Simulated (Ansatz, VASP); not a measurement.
BaTiO3 in VASP and in Ansatz

File INCAR:

```
SYSTEM = BaTiO3
PREC = Accurate
ENCUT = 520
EDIFF = 1E-6
ISMEAR = 0
SIGMA = 0.05
LREAL = .False.
LASPH = .True.
NELM = 60
ALGO = Normal
ISIF = 2
LWAVE = .False.
LCHARG = .False.
GGA = PE
NBANDS = 28
```

Contents of KPOINTS:

```
regular mesh
0
Gamma
  6 6 6
  0 0 0
```

File POSCAR:

```
BaTiO3
1.0
    2.7771785703      1.6529946342      2.3563003940
   -2.7771785703      1.6529946342      2.3563003940
    0.0000000000     -3.3059892684      2.3563003940
Ba Ti O
1 1 3
Direct
    0.0049545205      0.0049545205      0.0049545205
    0.5191875227      0.5191875227      0.5191875227
    0.4883938465      0.4883938465      0.9777702638
    0.4883938465      0.9777702638      0.4883938465
    0.9777702638      0.4883938465      0.4883938465
```

Input for Ansatz:

```yaml
crystal:
  lattice:
    - [2.7771785703, 1.6529946342, 2.356300394]
    - [-2.7771785703, 1.6529946342, 2.356300394]
    - [0.0, -3.3059892684, 2.356300394]
  atoms:
    - { symbol: Ba, position: [0.0049545205, 0.0049545205, 0.0049545205] }
    - { symbol: Ti, position: [0.5191875227, 0.5191875227, 0.5191875227] }
    - { symbol: O, position: [0.4883938465, 0.4883938465, 0.9777702638] }
    - { symbol: O, position: [0.4883938465, 0.9777702638, 0.4883938465] }
    - { symbol: O, position: [0.9777702638, 0.4883938465, 0.4883938465] }
basis:
  ecutwfc: 420
kpoints:
  mp_grid: { grid: [6, 6, 6] }
hamiltonian:
  xc: pbe
scf:
  occupations: { method: gaussian, width: 0.05 }
output:
  forces: true
  stress: true
  eigenvalues: true
```

Change from the starting cell: strain -0.0300 x Voigt [1, 0, 0, 0, 0, 0], atoms carried along.

Alike in both runs: task single point; functional PBE; k mesh 6 × 6 × 6; occupations gaussian, width 0.05 eV; no spin polarisation.

```csv
,VASP,Ansatz
version,VASP 6.6.1,Ansatz 0.2.0
potentials or method,"VASP PAW PBE potentials, release 64 (Ba_sv, Ti_sv, O), cutoff 520 eV","scalar-relativistic, plane waves, PAW"
valence electrons in the cell,40,40
```

VASP gave:

* gap on the k mesh at the Fermi level (eV): 2.62
* least direct gap on the mesh (eV): 3.06
* pressure (GPa): 7.1
* traceless stress, the component that is largest in VASP (GPa): 4.86
* rms of the force components (eV/Å): 0.216

Task: Estimate Ansatz's values.

Result: gap on the k mesh at the Fermi level (eV): 2.66; least direct gap on the mesh (eV): 3.07; pressure (GPa): 5.3; traceless stress, the component that is largest in VASP (GPa): 4.66; rms of the force components (eV/Å): 0.184.

Atom by atom the forces differ by 0.038 eV/Å (rms over components).

Neither program's run includes spin-orbit coupling.
